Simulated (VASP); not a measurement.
Write the native input for VASP 6.6.1 that does the following.

```yaml
Task: single point
Functional: r2SCAN
Potentials_or_basis: VASP PAW PBE potentials, release 64 (Cd, S)
Cutoff: 520 eV
k_mesh: 6 × 6 × 4
Occupations: gaussian, width 0.02 eV
Spin: no spin polarisation
Dipole_correction: no
Further_INCAR_settings: ALGO = Normal; EDIFF = 1e-06; NBANDS = 26
```

Crystal: CdS.

```
Cd S
1.0
     3.98945    0.00000    0.00000
    -1.99472    3.45496    0.00000
     0.00000    0.00000    6.48646
Cd S
2 2
Direct
  0.33333 0.66667 0.99916
  0.66667 0.33333 0.49916
  0.33333 0.66667 0.37584
  0.66667 0.33333 0.87584
```

One way to write it, as run:

POSCAR

```
CdS
1.0
    3.9894483066      0.0000000000      0.0000000000
   -1.9947241533      3.4549635806      0.0000000000
    0.0000000000      0.0000000000      6.4864563277
Cd S
2 2
Direct
    0.3333333333      0.6666666667     -0.0008358634
    0.6666666667      0.3333333333      0.4991641366
    0.3333333333      0.6666666667      0.3758358634
    0.6666666667      0.3333333333      0.8758358634
```

INCAR.step1

```
SYSTEM = CdS
ALGO     = Normal         ! electronic algorithm
EDIFF    = 1E-4           ! SCF threshold, eV
ENCUT    = 520            ! plane-wave cutoff, eV
GGA      = PE             ! functional
ISMEAR   = 0              ! smearing method
LASPH    = .True.         ! aspherical terms in the spheres
LCHARG   = .False.        ! write CHGCAR
LREAL    = .False.        ! projectors in reciprocal space
LWAVE    = .True.         ! write WAVECAR
NBANDS   = 26             ! bands
NELM     = 60             ! most SCF steps
PREC     = Accurate       ! precision mode
SIGMA    = 0.02           ! smearing width, eV
```

INCAR.step2

```
SYSTEM = CdS
ALGO     = Normal         ! electronic algorithm
EDIFF    = 1E-6           ! SCF threshold, eV
ENCUT    = 520            ! plane-wave cutoff, eV
ISIF     = 2              ! what is computed and relaxed
ISMEAR   = 0              ! smearing method
ISTART   = 1            
LASPH    = .True.         ! aspherical terms in the spheres
LCHARG   = .False.        ! write CHGCAR
LMIXTAU  = .True.       
LREAL    = .False.        ! projectors in reciprocal space
LWAVE    = .False.        ! write WAVECAR
METAGGA  = R2SCAN         ! meta-GGA
NBANDS   = 26             ! bands
NELM     = 60             ! most SCF steps
PREC     = Accurate       ! precision mode
SIGMA    = 0.02           ! smearing width, eV
```

KPOINTS

```
k-points
0
Gamma
  6 6 4
  0 0 0
```

Potentials or basis: VASP PAW PBE potentials, release 64 (Cd, S).

Run with:

```console
$ cat potpaw_PBE.64/Cd/POTCAR potpaw_PBE.64/S/POTCAR > POTCAR
$ cp INCAR.step1 INCAR
$ mpirun -np 1 vasp_std > vasp.out
$ cp INCAR.step2 INCAR
$ mpirun -np 1 vasp_std > vasp.out
```

Results of the run:

```json
{"Pressure": "10.8 GPa", "Largest force": "0.009 eV/Å", "Band gap on the k mesh": "1.93 eV"}
```

Caveat: the cell stands under pressure; the PAW data sets were made with another functional, which shifts forces and pressure a little.

Wall time 94 s on 1 thread of Intel(R) Xeon(R) Platinum 8488C (Sapphire Rapids) (shared host), peak memory 0.23 GiB.
